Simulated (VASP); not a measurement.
A run of VASP 6.6.1 is set up as follows.

Contents of POSCAR:

```
Ta
1.0
   -1.6401972500      1.6401972500      1.6401972500
    1.6401972500     -1.6401972500      1.6401972500
    1.6401972500      1.6401972500     -1.6401972500
Ta
1
Direct
    0.0000000000      0.0000000000      0.0000000000
```

File INCAR.step1:

```
SYSTEM = Ta
  ALGO = Normal
  EDIFF = 1E-5
  ENCUT = 520
  GGA = PE
  ISIF = 2
  ISMEAR = -1
  LASPH = .TRUE.
  LCHARG = .FALSE.
  LREAL = .FALSE.
  LWAVE = .TRUE.
  NBANDS = 12
  NELM = 100
  PREC = Accurate
  SIGMA = 0.05
```

The input INCAR.step2:

```
SYSTEM = Ta
  AEXX = 0.25
  ALGO = Normal
  EDIFF = 1E-7
  ENCUT = 520
  GGA = PE
  ISIF = 2
  ISMEAR = -1
  ISTART = 1
  LASPH = .TRUE.
  LCHARG = .FALSE.
  LHFCALC = .TRUE.
  LREAL = .FALSE.
  LWAVE = .FALSE.
  NBANDS = 12
  NELM = 100
  PREC = Accurate
  PRECFOCK = Normal
  SIGMA = 0.05
```

The input KPOINTS:

```
k-points
0
G
  6 6 6
  0 0 0
```

Potentials or basis: VASP PAW PBE potentials, release 64 (Ta_pv).

Command:

```bash
$ cat potpaw_PBE.64/Ta_pv/POTCAR > POTCAR
$ cp INCAR.step1 INCAR
$ mpirun -np 1 vasp_std > vasp.out
$ cp INCAR.step2 INCAR
$ mpirun -np 1 vasp_std > vasp.out
```

Q: Predict the pressure.

A: 8.5 GPa.

Caveat: the k points lie up to 0.45 Å⁻¹ apart; the PAW data sets were made with another functional, which shifts forces and pressure a little.
